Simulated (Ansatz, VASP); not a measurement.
**ZnS in VASP and in Ansatz**

Contents of INCAR:

```
SYSTEM = ZnS
PREC = Accurate
ENCUT = 520
EDIFF = 1E-6
ISMEAR = -1
SIGMA = 0.28
LREAL = .False.
LASPH = .True.
NELM = 100
ALGO = Normal
ISIF = 2
LWAVE = .False.
LCHARG = .False.
GGA = PE
NBANDS = 16
```

Contents of KPOINTS:

```
Automatic mesh
0
Gamma
  8 8 8
  0 0 0
```

Contents of POSCAR:

```
ZnS
1.0
    0.0000000000      2.7046500000      2.7046500000
    2.7046500000      0.0000000000      2.7046500000
    2.7046500000      2.7046500000      0.0000000000
Zn S
1 1
Direct
    0.0000000000      0.0000000000      0.0000000000
    0.7500000000      0.7500000000      0.7500000000
```

Input for Ansatz:

```yaml
crystal:
  lattice:
    - [0.0, 2.70465, 2.70465]
    - [2.70465, 0.0, 2.70465]
    - [2.70465, 2.70465, 0.0]
  atoms:
    - { symbol: Zn, position: [0.0, 0.0, 0.0] }
    - { symbol: S, position: [0.75, 0.75, 0.75] }
kpoints:
  mp_grid: { grid: [8, 8, 8] }
scf:
  occupations: { method: fermi_dirac, width: 0.28 }
hamiltonian:
  xc: pbe
  pseudopotentials: { kind: all_electron, lapw: { basis_error: 0.00025 } }
output:
  forces: true
  stress: true
  eigenvalues: true
```

Alike in both runs: task single point; functional PBE; k mesh 8 × 8 × 8; occupations fermi-dirac, width 0.28 eV; no spin polarisation.

|  | VASP | Ansatz |
| --- | --- | --- |
| version | VASP 6.6.1 | Ansatz 0.2.0 |
| potentials or method | VASP PAW PBE potentials, release 64 (Zn, S), cutoff 520 eV | all-electron LAPW, scalar-relativistic |

|  | VASP | Ansatz | Ansatz less VASP |
| --- | --- | --- | --- |
| pressure (GPa) | 1.5 | 1.4 | -0.15 |

Ansatz ran all-electron here, and VASP with PAW potentials.
